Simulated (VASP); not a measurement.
# CdSe (P6_3/mmc) in VASP: further runs

Aim: see how the results for CdSe move with the level of theory and the settings. Levels: PBE, r2SCAN. Tasks: single point.

All numbers are computed with VASP 6.6.1; they aren't measurements. Logs are shortened: lines on timing, memory, paths and dates and some standing lists are left out, and cuts for length are marked.

## 1. The cell of the first run

It takes space group P6_3/mmc (No. 194, hexagonal). Conventional cell: a = 4.602 Å, b = 4.602 Å, c = 6.002 Å, α = 90.00°, β = 90.00°, γ = 120.00°. Within 3.5 Å of Cd (site symmetry -6m2) lie 5 Se at 2.66 to 3.00 Å. Se (site symmetry -6m2) has 5 Cd at 2.66 to 3.00 Å within 3.5 Å.

## 2. Single point, PBE

INCAR

```
  PREC = Accurate
  ENCUT = 520
  EDIFF = 1E-6
  ISMEAR = 0
  SIGMA = 0.01
  LREAL = False
  LASPH = True
  NELM = 60
  ALGO = Normal
  ISIF = 2
  LWAVE = False
  LCHARG = True
  GGA = PE
  LELF = True
  LVHAR = True
  NBANDS = 26
```

KPOINTS

```
regular mesh
0
Gamma
  6 6 4
```

POSCAR

```
CdSe
1.0
    4.6022437423      0.0000000000      0.0000000000
   -2.3011218711      3.9856599953      0.0000000000
    0.0000000000      0.0000000000      6.0016225389
Cd Se
2 2
Direct
    0.3333333333      0.6666666667      0.2500000000
    0.6666666667      0.3333333333      0.7500000000
    0.6666666667      0.3333333333      0.2500000000
    0.3333333333      0.6666666667      0.7500000000
```

Potentials or basis: VASP PAW PBE potentials, release 64 (Cd, Se).

Run with:

```console
$ cat potpaw_PBE.64/Cd/POTCAR potpaw_PBE.64/Se/POTCAR > POTCAR
$ mpirun -np 1 vasp_std > vasp.out
```

OUTCAR:

```text
PREC = Accurate
   ENCUT = 520
   EDIFF = 1E-6
   ISMEAR = 0
   LREAL = False
   LASPH = True
   NELM = 60
   ISIF = 2
   GGA = PE

 ion  position               nearest neighbor table
   1  0.333  0.667  0.250-   3 2.66   3 2.66   3 2.66   4 3.00   4 3.00
   2  0.667  0.333  0.750-   4 2.66   4 2.66   4 2.66   3 3.00   3 3.00
   3  0.667  0.333  0.250-   1 2.66   1 2.66   1 2.66   2 3.00   2 3.00
   4  0.333  0.667  0.750-   2 2.66   2 2.66   2 2.66   1 3.00   1 3.00

  LATTYP: Found a hexagonal cell.
 ALAT       =     4.6022437423
 C/A-ratio  =     1.3040644683

  Lattice vectors:

 A1 = (   4.6022437423,   0.0000000000,   0.0000000000)
 A2 = (  -2.3011218711,   3.9856599953,   0.0000000000)
 A3 = (   0.0000000000,   0.0000000000,   6.0016225389)

Analysis of symmetry for initial positions (statically):
=====================================================================
 Subroutine PRICEL returns:
 Original cell was already a primitive cell.

 Routine SETGRP: Setting up the symmetry group for a
 hexagonal supercell.

 Subroutine GETGRP returns: Found 24 space group operations
 (whereof 12 operations were pure point group operations)
 out of a pool of 24 trial point group operations.

The static configuration has the point symmetry D_3d.
 The point group associated with its full space group is D_6h.

Analysis of symmetry for dynamics (positions and initial velocities):
=====================================================================
 Subroutine PRICEL returns:
 Original cell was already a primitive cell.

 Routine SETGRP: Setting up the symmetry group for a
 hexagonal supercell.

 Subroutine GETGRP returns: Found 24 space group operations
 (whereof 12 operations were pure point group operations)
 out of a pool of 24 trial point group operations.

The dynamic configuration has the point symmetry D_3d.
 The point group associated with its full space group is D_6h.

 Subroutine INISYM returns: Found 24 space group operations
 (whereof 12 operations are pure point group operations),
 and found     1 'primitive' translations

----------------------------------------------------------------------------------------

                                     Primitive cell

  volume of cell :     110.0876

  direct lattice vectors                    reciprocal lattice vectors
     4.602243742  0.000000000  0.000000000     0.217285319  0.125449737  0.000000000
    -2.301121871  3.985659995  0.000000000     0.000000000  0.250899475  0.000000000
     0.000000000  0.000000000  6.001622539     0.000000000  0.000000000  0.166621608

  length of vectors
     4.602243742  4.602243742  6.001622539     0.250899475  0.250899475  0.166621608

  position of ions in fractional coordinates (direct lattice)
     0.333333333  0.666666667  0.250000000
     0.666666667  0.333333333  0.750000000
     0.666666667  0.333333333  0.250000000
     0.333333333  0.666666667  0.750000000

  ion indices of the primitive-cell ions
   primitive index   ion index
                 1           1
                 2           2
                 3           3
                 4           4

----------------------------------------------------------------------------------------

 KPOINTS: regular mesh

Automatic generation of k-mesh.
 Grid dimensions read from file:
 generate k-points for:    6    6    4

 Generating k-lattice:

  Cartesian coordinates                     Fractional coordinates (reciprocal lattice)
     0.036214220  0.020908290  0.000000000     0.166666667 -0.000000000  0.000000000
     0.000000000  0.041816579  0.000000000     0.000000000  0.166666667  0.000000000
     0.000000000  0.000000000  0.041655402     0.000000000  0.000000000  0.250000000

  Length of vectors
     0.041816579  0.041816579  0.041655402

  Shift w.r.t. Gamma in fractional coordinates (k-lattice)
     0.000000000  0.000000000  0.000000000

 Subroutine IBZKPT returns following result:
 ===========================================

 Found     21 irreducible k-points:

 Following reciprocal coordinates:
            Coordinates               Weight
  0.000000  0.000000  0.000000      1.000000
  0.166667  0.000000  0.000000      6.000000
  0.333333  0.000000  0.000000      6.000000
  0.500000  0.000000  0.000000      3.000000
  0.166667  0.166667  0.000000      6.000000
  0.333333  0.166667  0.000000     12.000000
[... 13 lines left out ...]
  0.333333  0.166667  0.500000     12.000000
  0.333333  0.333333  0.500000      2.000000
   k-points           NKPTS =     21   k-points in BZ     NKDIM =     21   number of bands    NBANDS=     26
   number of dos      NEDOS =    301   number of ions     NIONS =      4
   total plane-waves  NPLWV =  62208
   dimension x,y,z NGX =    36 NGY =   36 NGZ =   48
   dimension x,y,z NGXF=    72 NGYF=   72 NGZF=   96
   ions per type =               2   2
   NGX,Y,Z   is equivalent  to a cutoff of  13.00, 13.00, 13.30 a.u.
   NGXF,Y,Z  is equivalent  to a cutoff of  26.01, 26.01, 26.59 a.u.
 SYSTEM =  unknown system
   PREC   = accura    normal or accurate (medium, high low for compatibility)
   ISTART =      0    job   : 0-new  1-cont  2-samecut
   ICHARG =      2    charge: 1-file 2-atom 10-const
   ISPIN  =      1    spin polarized calculation?
   LNONCOLLINEAR =      F non collinear calculations
   LSORBIT =      F    spin-orbit coupling
   LASPH  =      T    aspherical Exc in radial PAW
   ENCUT  =  520.0 eV  38.22 Ry    6.18 a.u.   8.56  8.56 11.16*2*pi/ulx,y,z
   NELM   =     60;   NELMIN=  2; NELMDL= -5     # of ELM steps
   EDIFF  = 0.1E-05   stopping-criterion for ELM
   LREAL  =      F    real-space projection
   EDIFFG = 0.1E-04   stopping-criterion for IOM
   NSW    =      0    number of steps for IOM
   IBRION =     -1    ionic relax: 0-MD 1-quasi-New 2-CG
   NFREE  =      0    steps in history (QN), initial steepest desc. (CG)
   ISIF   =      2    stress and relaxation
   ISYM   =      2    0-nonsym 1-usesym 2-fastsym
   POTIM  = 0.5000    time-step for ionic-motion
   TEBEG  =    0.0;   TEEND  =   0.0 temperature during run
   PSTRESS=    0.0 pullay stress
   NELECT =      36.0000    total number of electrons
   NUPDOWN=      -1.0000    fix difference up-down
   EMIN   =  10.00;   EMAX   =-10.00  energy-range for DOS
   EFERMI =   0.00;   METHOD = LEGACY
   ISMEAR =     0;   SIGMA  =   0.01  broadening in eV -4-tet -1-fermi 0-gaus
   EFERMI_NEDOS =   21; number of points for ismear=-14 and -15
   IALGO  =     38    algorithm
   IMIX   =      4    mixing-type and parameters
     AMIX     =   0.40;   BMIX     =  1.00
     AMIX_MAG =   1.60;   BMIX_MAG =  1.00
  volume/ion in A,a.u.               =      27.52       185.73
  Fermi-wavevector in a.u.,A,eV,Ry     =   1.127880  2.131384 17.308146  1.272113
  Thomas-Fermi vector in A             =   2.264568
   LORBIT       =      0    0 simple, 1 ext, 2 COOP (PROOUT), +10 PAW based schemes
   GGA     = PE    functional components
   LHFCALC =     F    Hartree Fock is set to
   AEXX    =    0.0000 exact exchange contribution
   IVDW    =     0    specifies the selected vdW correction
   LEPSILON=     F    determine dielectric tensor
   LRPA    =     F    only Hartree local field effects (RPA)
 non-spin polarized calculation
 Gauss-broadening in eV      SIGMA  =   0.01
  energy-cutoff  :      520.00
  volume of cell :      110.09
 maximum number of plane-waves:      2986
 NGX is ok and might be reduce to    36
   NGX = 17   NGY = 17   NGZ = 23

 number of electron      36.0000009 magnetization

 Free energy of the ion-electron system (eV)
  ---------------------------------------------------
  ext. energy  EPLUGINS =         0.00000000
  ---------------------------------------------------
  free energy    TOTEN  =       -10.55247330 eV

  energy without entropy =      -10.55247330  energy(sigma->0) =      -10.55247330

 E-fermi :   1.3197     XC(G=0):  -9.0098

 val. band max:        1.2171140172   @ k =   0.3333   0.3333   0.5000
 cond. band min:       1.4452543418   @ k =   0.0000   0.0000   0.0000
 fundamental gap:      0.2281403246
 Fermi energy:         1.3196677527

 k-point     1 :       0.0000    0.0000    0.0000
  band No.  band energies     occupation
      1     -11.4558      2.00000
      2     -10.8297      2.00000
      3      -6.8755      2.00000
      4      -6.8755      2.00000
      5      -6.8657      2.00000
      6      -6.8657      2.00000
[... 18 lines left out ...]
     25       9.2910      0.00000
     26       9.9769      0.00000

 k-point     2 :       0.1667    0.0000    0.0000
  band No.  band energies     occupation
      1     -11.3718      2.00000
      2     -10.8143      2.00000
      3      -6.8379      2.00000
      4      -6.8370      2.00000
      5      -6.8219      2.00000
      6      -6.8202      2.00000
[... 18 lines left out ...]
     25       8.5769      0.00000
     26       9.4788      0.00000

 k-point     3 :       0.3333    0.0000    0.0000
  band No.  band energies     occupation
      1     -11.1772      2.00000
      2     -10.8068      2.00000
      3      -6.7592      2.00000
      4      -6.7336      2.00000
      5      -6.7243      2.00000
      6      -6.6761      2.00000
[... 18 lines left out ...]
     25       8.9475      0.00000
     26       9.3393      0.00000

 k-point     4 :       0.5000    0.0000    0.0000
  band No.  band energies     occupation
      1     -11.0467      2.00000
      2     -10.8345      2.00000
      3      -6.7182      2.00000
      4      -6.6733      2.00000
      5      -6.6528      2.00000
      6      -6.6440      2.00000
[... 18 lines left out ...]
     25       9.5172      0.00000
     26      10.3311      0.00000

 k-point     5 :       0.1667    0.1667    0.0000
  band No.  band energies     occupation
      1     -11.2310      2.00000
      2     -10.8041      2.00000
      3      -6.7966      2.00000
      4      -6.7698      2.00000
      5      -6.7387      2.00000
      6      -6.7142      2.00000
[... 18 lines left out ...]
     25       8.4093      0.00000
     26       9.5016      0.00000

 k-point     6 :       0.3333    0.1667    0.0000
  band No.  band energies     occupation
      1     -11.0483      2.00000
      2     -10.8338      2.00000
      3      -6.7310      2.00000
      4      -6.6906      2.00000
      5      -6.6493      2.00000
      6      -6.6464      2.00000
[... 340 lines left out ...]
 k-point    18 :       0.5000    0.0000    0.5000
  band No.  band energies     occupation
      1     -10.8770      2.00000
      2     -10.8770      2.00000
      3      -6.7552      2.00000
      4      -6.7552      2.00000
      5      -6.7162      2.00000
      6      -6.7162      2.00000
[... 18 lines left out ...]
     25       9.4441      0.00000
     26       9.4441      0.00000

 k-point    19 :       0.1667    0.1667    0.5000
  band No.  band energies     occupation
      1     -10.9629      2.00000
      2     -10.9629      2.00000
      3      -6.8051      2.00000
      4      -6.8051      2.00000
      5      -6.7689      2.00000
      6      -6.7689      2.00000
[... 18 lines left out ...]
     25       8.3187      0.00000
     26       8.3187      0.00000

 k-point    20 :       0.3333    0.1667    0.5000
  band No.  band energies     occupation
      1     -10.8774      2.00000
      2     -10.8774      2.00000
      3      -6.7622      2.00000
      4      -6.7622      2.00000
      5      -6.7162      2.00000
      6      -6.7162      2.00000
[... 18 lines left out ...]
     25       9.0236      0.00000
     26       9.0236      0.00000

 k-point    21 :       0.3333    0.3333    0.5000
  band No.  band energies     occupation
      1     -10.8491      2.00000
      2     -10.8491      2.00000
      3      -6.7678      2.00000
      4      -6.7678      2.00000
      5      -6.6839      2.00000
      6      -6.6839      2.00000
[... 18 lines left out ...]
     25       8.1024      0.00000
     26       8.1024      0.00000

------------------------ aborting loop because EDIFF is reached ----------------------------------------

  FORCE on cell =-STRESS in cart. coord.  units (eV):
  Direction    XX          YY          ZZ          XY          YZ          ZX
  --------------------------------------------------------------------------------------
  -------------------------------------------------------------------------------------
  Total        1.2912918      1.2912918      1.0407884      0.0000000      0.0000000      0.0000000
  in kB       18.7930134     18.7930134     15.1472741      0.0000000      0.0000000      0.0000000
  external PRESSURE =      17.5777670 kB  Pullay stress =       0.0000000 kB

 VOLUME and BASIS-vectors are now :
 -----------------------------------------------------------------------------
  energy-cutoff  :      520.00
  volume of cell :      110.09
      direct lattice vectors                 reciprocal lattice vectors
     4.602243742  0.000000000  0.000000000     0.217285319  0.125449737  0.000000000
    -2.301121871  3.985659995  0.000000000     0.000000000  0.250899475  0.000000000
     0.000000000  0.000000000  6.001622539     0.000000000  0.000000000  0.166621608

 POSITION                                       TOTAL-FORCE (eV/Angst)
 -----------------------------------------------------------------------------------
     -0.00000      2.65711      1.50041         0.000000      0.000000     -0.000000
      2.30112      1.32855      4.50122        -0.000000      0.000000      0.000000
      2.30112      1.32855      1.50041         0.000000     -0.000000      0.000000
     -0.00000      2.65711      4.50122        -0.000000      0.000000      0.000000
 -----------------------------------------------------------------------------------
    total drift:                                0.000000     -0.000000      0.000000

  FREE ENERGIE OF THE ION-ELECTRON SYSTEM (eV)
  ---------------------------------------------------
  free  energy   TOTEN  =       -10.5524733042 eV

  energy  without entropy=      -10.5524733042  energy(sigma->0) =      -10.55247330
```

It took 22 s on 1 thread of Intel Xeon 6975P-C (Granite Rapids), shared host; peak memory 0.25 GiB.

What came out:

- Free energy: -10.5525 eV
- Pressure: 1.8 GPa
- Band gap on the k mesh: 0.23 eV, indirect (least direct gap 0.43 eV)

(Part 1 of 2 ends here.)
